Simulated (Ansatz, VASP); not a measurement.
Two plane-wave programs on Y3NbO

INCAR

```
SYSTEM = Y3NbO
ALGO = Normal
EDIFF = 1E-6
EDIFFG = -0.04
ENCUT = 600
GGA = PE
IBRION = 2
ISIF = 3
ISMEAR = 0
LASPH = .True.
LCHARG = .False.
LREAL = .False.
LWAVE = .False.
NELM = 100
NSW = 90
PREC = Accurate
SIGMA = 0.1
```

Contents of KPOINTS:

```
k-points
0
Gamma
  6 6 4
  0 0 0
```

The input POSCAR:

```
Y3NbO
1.0
    5.0323641100      0.0000000000      0.0000000000
   -2.5161820500      4.3581551600      0.0000000000
    0.0000000000      0.0000000000      5.2103111400
Y Nb O
3 1 1
Direct
    0.4671788500      0.0000000000      0.5000000000
    0.0000000000      0.4671788500      0.5000000000
    0.5328211500      0.5328211500      0.5000000000
    0.0000000000      0.0000000000      0.5000000000
    0.0000000000      0.0000000000      0.0000000000
```

Input for Ansatz:

```yaml
crystal:
  lattice:
    - [5.03236411, 0.0, 0.0]
    - [-2.51618205, 4.35815516, 0.0]
    - [0.0, 0.0, 5.21031114]
  atoms:
    - { symbol: "Y", position: [0.46717885, 0.0, 0.5] }
    - { symbol: "Y", position: [0.0, 0.46717885, 0.5] }
    - { symbol: "Y", position: [0.53282115, 0.53282115, 0.5] }
    - { symbol: Nb, position: [0.0, 0.0, 0.5] }
    - { symbol: O, position: [0.0, 0.0, 0.0] }
basis:
  ecutwfc: 420
kpoints:
  mp_grid: { grid: [6, 6, 4] }
hamiltonian:
  xc: pbe
scf:
  occupations: { method: gaussian, width: 0.1 }
  lower_state_search: "off"
output:
  forces: true
  stress: true
  eigenvalues: true
relax:
  adjacent_minimum: "off"
  f_tol: 0.04
  max_steps: 70
  cell: { stress_tol: 0.4 }
```

Alike in both runs: task relaxation of cell and atoms; functional PBE; k mesh 6 × 6 × 4; occupations gaussian, width 0.1 eV; no spin polarisation.

```csv
,VASP,Ansatz
version,VASP 6.6.1,Ansatz 0.2.0
potentials or method,"VASP PAW PBE potentials, release 64 (Y_sv, Nb_sv, O), cutoff 600 eV","scalar-relativistic, plane waves, PAW"
valence electrons in the cell,52,52
```

|  | VASP | Ansatz | Ansatz less VASP |
| --- | --- | --- | --- |
| gap on the k mesh at the Fermi level, each at its own relaxed structure (eV) | none | none | - |
| relaxed volume (Å³/atom) | 28.68 | 29.31 | +0.624 |
| relaxed length of the cell vector where the two differ most in proportion (Å) | 6.571 | 6.644 | +0.0728 |

A gap of «none» marks a metal or a gap that the smearing closes.

Noted on VASP's run: the volume moved by over 15 % at a fixed basis, so the end points are rough.
